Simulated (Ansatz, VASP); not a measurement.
Given: the input of a run of Ansatz 0.2.0 on InAs.

input.yaml

```yaml
crystal:
  lattice:
    - [0.0, 3.018, 3.018]
    - [3.018, 0.0, 3.018]
    - [3.018, 3.018, 0.0]
  atoms:
    - { symbol: In, position: [0.0, 0.0, 0.0] }
    - { symbol: As, position: [0.75, 0.75, 0.75] }
hamiltonian:
  xc: blyp
  pseudopotentials: { kind: paw }
kpoints:
  mp_grid: { grid: [8, 8, 8] }
scf:
  occupations: { method: fermi_dirac, width: 0.05 }
output:
  forces: true
  stress: true
  eigenvalues: true
relax:
  f_tol: 0.01
  max_steps: 40
  cell: { stress_tol: 0.05 }
```

Potentials or basis: Ansatz PAW.

Run with:

```bash
$ ansatz run input.yaml --threads 2 --pin off --max-ram 5632MiB --backend cpu --events-out ev --progress --plain --runs-dir out
```

Q: Translate it to VASP 6.6.1. Potentials there: VASP PAW PBE potentials, release 64 (In_d, As).

A: As run (the cutoff follows the program's own potentials):

INCAR

```
SYSTEM = InAs
AGGAC = 1.0
AGGAX = 1.0
ALDAC = 0.0
ALDAX = 1.0
ALGO = Normal
EDIFF = 1E-6
EDIFFG = -0.01
ENCUT = 600
GGA = B5
IBRION = 2
ISIF = 3
ISMEAR = -1
LASPH = .True.
LCHARG = .False.
LREAL = .False.
LWAVE = .False.
NELM = 60
NSW = 60
PREC = Accurate
SIGMA = 0.05
```

The input KPOINTS:

```
k-points
0
Gamma
  8 8 8
  0 0 0
```

POSCAR

```
InAs
1.0
    0.0000000000      3.0180000000      3.0180000000
    3.0180000000      0.0000000000      3.0180000000
    3.0180000000      3.0180000000      0.0000000000
In As
1 1
Direct
    0.0000000000      0.0000000000      0.0000000000
    0.7500000000      0.7500000000      0.7500000000
```

Potentials or basis: VASP PAW PBE potentials, release 64 (In_d, As).

The run is started by

```console
$ cat potpaw_PBE.64/In_d/POTCAR potpaw_PBE.64/As/POTCAR > POTCAR
$ mpirun -np 1 vasp_std > vasp.out
```

Both were run:

|  | VASP | Ansatz | Ansatz less VASP |
| --- | --- | --- | --- |
| gap on the k mesh at the Fermi level, each at its own relaxed structure (eV) | none | none | - |
| relaxed volume (Å³/atom) | 31.56 | 31.47 | -0.083 |
| relaxed cell length with the largest relative difference (Å) | 4.469 | 4.465 | -0.0039 |

VASP's potentials were made for PBE, not for BLYP. A gap of «none» marks a metal or a gap that the smearing closes. VASP's potentials hold 18 valence electrons a cell and Ansatz's 28, so a difference there can come from the potentials and not from the codes.

Noted on Ansatz's run: the plane-wave basis is chosen anew once the cell has moved, so the energies of steps on either side of that aren't comparable.
